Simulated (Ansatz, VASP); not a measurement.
LuTiF3: VASP beside Ansatz

The input INCAR:

```
SYSTEM = LuTiF3
PREC     = Accurate       ! precision mode
ENCUT    = 600            ! plane-wave cutoff, eV
EDIFF    = 1E-6           ! SCF threshold, eV
ISMEAR   = 0              ! smearing method
SIGMA    = 0.1            ! smearing width, eV
LREAL    = .False.        ! projectors in reciprocal space
LASPH    = .True.         ! aspherical terms in the spheres
NELM     = 150            ! most SCF steps
ALGO     = Normal         ! electronic algorithm
ISIF     = 3              ! what is computed and relaxed
LWAVE    = .False.        ! write WAVECAR
LCHARG   = .False.        ! write CHGCAR
ISPIN    = 2              ! spin polarisation
MAGMOM   = 0 1 0 0 0      ! initial moments
LORBIT   = 11             ! projections on sites
LMAXMIX  = 4              ! l up to which the mixer works
GGA      = PE             ! functional
IBRION   = 2              ! ionic algorithm
NSW      = 90             ! ionic steps
EDIFFG   = -0.04          ! ionic threshold
```

File KPOINTS:

```
regular mesh
0
Gamma
  4 4 4
  0 0 0
```

POSCAR

```
LuTiF3
1.0
    4.1471310800      0.0000000000      0.0000000000
    0.0000000000      4.1471310800      0.0000000000
    0.0000000000      0.0000000000      4.1471310800
Lu Ti F
1 1 3
Direct
    0.0000000000      0.0000000000      0.0000000000
    0.5000000000      0.5000000000      0.5000000000
    0.0000000000      0.5000000000      0.5000000000
    0.5000000000      0.0000000000      0.5000000000
    0.5000000000      0.5000000000      0.0000000000
```

Input for Ansatz:

```yaml
crystal:
  lattice:
    - [4.14713108, 0.0, 0.0]
    - [0.0, 4.14713108, 0.0]
    - [0.0, 0.0, 4.14713108]
  atoms:
    - { symbol: Lu, position: [0.0, 0.0, 0.0] }
    - { symbol: Ti, position: [0.5, 0.5, 0.5], spin: 1.0 }
    - { symbol: F, position: [0.0, 0.5, 0.5] }
    - { symbol: F, position: [0.5, 0.0, 0.5] }
    - { symbol: F, position: [0.5, 0.5, 0.0] }
basis:
  ecutwfc: 420
kpoints:
  mp_grid: { grid: [4, 4, 4] }
hamiltonian:
  xc: pbe
scf:
  occupations: { method: gaussian, width: 0.1 }
  lower_state_search: "off"
output:
  forces: true
  stress: true
  eigenvalues: true
  populations: true
magnetization:
  spin_polarized: true
relax:
  adjacent_minimum: "off"
  f_tol: 0.04
  max_steps: 70
  cell: { stress_tol: 0.4 }
```

Change from the starting cell: species swapped into the ErBRh3 type (Pm-3m, No. 221).

Alike in both runs: task relaxation of cell and atoms; functional PBE; k mesh 4 × 4 × 4; occupations gaussian, width 0.1 eV; collinear spin.

```csv
,VASP,Ansatz
version,VASP 6.6.1,Ansatz 0.2.0
potentials or method,"VASP PAW PBE potentials, release 64 (Lu, Ti_sv, F), cutoff 600 eV","scalar-relativistic, plane waves, PAW"
valence electrons in the cell,58,58
```

|  | VASP | Ansatz | Ansatz less VASP |
| --- | --- | --- | --- |
| gap on the k mesh at the Fermi level, each at its own relaxed structure (eV) | none | none | - |
| net moment per atom (μB) | 0.55 | 0.55 | -0.001 |
| size of the moment on the site where the two differ most (μB) | 1.63 | 1.33 | -0.298 |
| relaxed volume (Å³/atom) | 15.71 | 15.62 | -0.088 |
| relaxed cell length with the largest relative difference (Å) | 4.283 | 4.275 | -0.0080 |

Site moments also hang on the region over which each program counts them. A gap of «none» marks a metal or a gap that the smearing closes.

The k mesh is coarse, so the values compare programs but aren't converged. Neither program's run includes spin-orbit coupling.
